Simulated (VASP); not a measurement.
# NbPdSe4: single point with PBE

The system is NbPdSe4.

```
Nb Pd Se
1.0
     4.77570    0.00000    0.00000
    -2.38785    4.13587    0.00000
     0.00000    0.00000    5.83290
Nb Pd Se
1 1 4
Direct
  0.00000 0.00000 0.00000
  0.00000 0.00000 0.50000
  0.33333 0.66667 0.77614
  0.33333 0.66667 0.22386
  0.66667 0.33333 0.77614
  0.66667 0.33333 0.22386
```

| Property | Result |
| --- | --- |
| Program | VASP 6.6.1 |
| Task | single point |
| Functional | PBE |
| Potentials or basis | VASP PAW PBE potentials, release 64 (Nb_sv, Pd, Se) |
| Cutoff | 520 eV |
| k mesh | 6 × 6 × 4 |
| Occupations | gaussian, width 0.1 eV |
| Spin | no spin polarisation |

* Pressure: -0.1 GPa
* Largest force: 0.044 eV/Å

Forces in eV/Å, atoms in the order of the input:
```
Nb   0.000  0.000  0.000
Pd   0.000  0.000  0.000
Se   0.000  0.000 -0.044
Se   0.000  0.000  0.044
Se   0.000  0.000 -0.044
Se   0.000  0.000  0.044
```

Levels at points of the mesh, in eV from the Fermi level:
| k point | band 21 | band 22 | band 23 | band 24 | band 25 | band 26 |
| --- | --- | --- | --- | --- | --- | --- |
| (0.00, 0.00, 0.00) | -1.73 | -0.29 | -0.29 | 0.74 | 0.84 | 1.13 |
| (0.50, 0.00, 0.00) | -1.11 | -0.31 | -0.26 | 0.80 | 1.21 | 1.36 |
| (0.00, 0.00, 0.50) | -1.14 | -1.14 | -0.36 | -0.36 | -0.06 | 0.63 |
| (0.50, 0.00, 0.50) | -1.61 | -0.56 | -0.43 | -0.38 | -0.16 | 0.71 |

Wall time 36 s on 1 thread of Intel(R) Xeon(R) 6975P-C (Granite Rapids) (shared host), peak memory 0.28 GiB.
